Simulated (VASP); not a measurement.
Write the native input for VASP 6.6.1 that does the following.

```yaml
Task: single point
Functional: RPBE
Dispersion: D3(BJ)
Potentials_or_basis: VASP PAW PBE potentials, release 64 (Mg)
Cutoff: 520 eV
k_mesh: 10 × 10 × 5
Occupations: fermi-dirac, width 0.05 eV
Spin: no spin polarisation
Dipole_correction: no
Further_INCAR_settings: ALGO = Normal; EDIFF = 1e-06; NBANDS = 9
```

The structure of Mg lies in POSCAR:

```
Mg
1.0
    3.1877604248      0.0000000000      0.0000000000
   -1.5938802124      2.7606815091      0.0000000000
    0.0000000000      0.0000000000      5.1753304900
Mg
2
Direct
    0.6666666667      0.3333333333      0.7500000000
    0.3333333333      0.6666666667      0.2500000000
```

One way to write it, as run:

INCAR

```
SYSTEM = Mg
PREC     = Accurate       ! precision mode
ENCUT    = 520            ! plane-wave cutoff, eV
EDIFF    = 1E-6           ! SCF threshold, eV
ISMEAR   = -1             ! smearing method
SIGMA    = 0.05           ! smearing width, eV
LREAL    = .FALSE.        ! projectors in reciprocal space
LASPH    = .TRUE.         ! aspherical terms in the spheres
NELM     = 60             ! most SCF steps
ALGO     = Normal         ! electronic algorithm
ISIF     = 2              ! what is computed and relaxed
LWAVE    = .FALSE.        ! write WAVECAR
LCHARG   = .FALSE.        ! write CHGCAR
GGA      = RP             ! functional
IVDW     = 12             ! dispersion correction
NBANDS   = 9              ! bands
```

KPOINTS

```
Automatic mesh
0
G
  10 10 5
  0 0 0
```

Potentials or basis: VASP PAW PBE potentials, release 64 (Mg).

Launch:

```bash
$ cat potpaw_PBE.64/Mg/POTCAR > POTCAR
$ mpirun -np 1 vasp_std > vasp.out
```

Results of the run:

- Pressure: -12.9 GPa
- Band gap on the k mesh: zero (band 2 reaches 3.42 eV, above the bottom of band 3 at 1.57 eV)
- Dispersion energy per atom: -1.291 eV

Caveat: the PAW data sets were made with another functional, which shifts forces and pressure a little; pairwise dispersion overbinds metals, which lowers pressure and volume.

Run time: 12 s on 1 thread of Intel Xeon 8259CL, on a shared host, peak memory 0.17 GiB.
